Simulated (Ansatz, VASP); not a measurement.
# TiB2 in VASP and in Ansatz

File POSCAR:

```
TiB2
1.0
    3.0292000000      0.0000000000      0.0000000000
   -1.5146000000      2.6233641531      0.0000000000
    0.0000000000      0.0000000000      3.2284000000
Ti B
1 2
Direct
    0.0000000000      0.0000000000      0.0000000000
    0.6666666667      0.3333333333      0.5000000000
    0.3333333333      0.6666666667      0.5000000000
```

INCAR.step1

```
ALGO = Normal ; EDIFF = 1E-5
ENCUT = 520 ; GGA = PE
ISIF = 2 ; ISMEAR = -1
LASPH = T ; LCHARG = F
LREAL = F ; LWAVE = T
NBANDS = 16 ; NELM = 80
PREC = Accurate ; SIGMA = 0.05
```

Contents of INCAR.step2:

```
AEXX = 0.1 ; ALGO = Normal
EDIFF = 1E-6 ; ENCUT = 520
GGA = PE ; ISIF = 2
ISMEAR = -1 ; ISTART = 1
LASPH = T ; LCHARG = F
LHFCALC = T ; LREAL = F
LWAVE = F ; NBANDS = 16
NELM = 80 ; PREC = Accurate
PRECFOCK = Normal ; SIGMA = 0.05
```

Contents of KPOINTS:

```
k-points
0
Gamma
  6 6 5
```

File input.yaml:

```yaml
crystal:
  lattice:
    - [3.0292, 0.0, 0.0]
    - [-1.5146, 2.6233641531, 0.0]
    - [0.0, 0.0, 3.2284]
  atoms:
    - { symbol: Ti, position: [0.0, 0.0, 0.0] }
    - { symbol: B, position: [0.6666666667, 0.3333333333, 0.5] }
    - { symbol: B, position: [0.3333333333, 0.6666666667, 0.5] }
hamiltonian:
  xc: { exchange: pbe, correlation: pbe, exx: { coeff: 0.1 } }
  pseudopotentials: { kind: paw }
kpoints:
  mp_grid: { grid: [6, 6, 5] }
scf:
  occupations: { method: fermi_dirac, width: 0.05 }
output:
  forces: true
  stress: true
  eigenvalues: true
```

Alike in both runs: task single point; functional PBE-based global hybrid; k mesh 6 × 6 × 5; occupations fermi-dirac, width 0.05 eV; no spin polarisation.

```csv
,VASP,Ansatz
version,VASP 6.6.1,Ansatz 0.2.0
potentials or method,"VASP PAW PBE potentials, release 64 (Ti_sv, B)",Ansatz PAW
plane-wave cutoff (eV),520,420
valence electrons in the cell,18,18
```

Ansatz gave:

* gap on the k mesh at the Fermi level (eV): none
* pressure (GPa): -1.8
* traceless stress, the component that is largest in VASP (GPa): -1.54

**Question.** Estimate VASP's values.

**Answer.** gap on the k mesh at the Fermi level (eV): none; pressure (GPa): -1.7; traceless stress, the component that is largest in VASP (GPa): -1.50.

VASP's potentials were made for PBE, not for PBE-based global hybrid. A gap of «none» marks a metal or a gap that the smearing closes.

The k mesh is coarse, so the values compare programs but aren't converged.
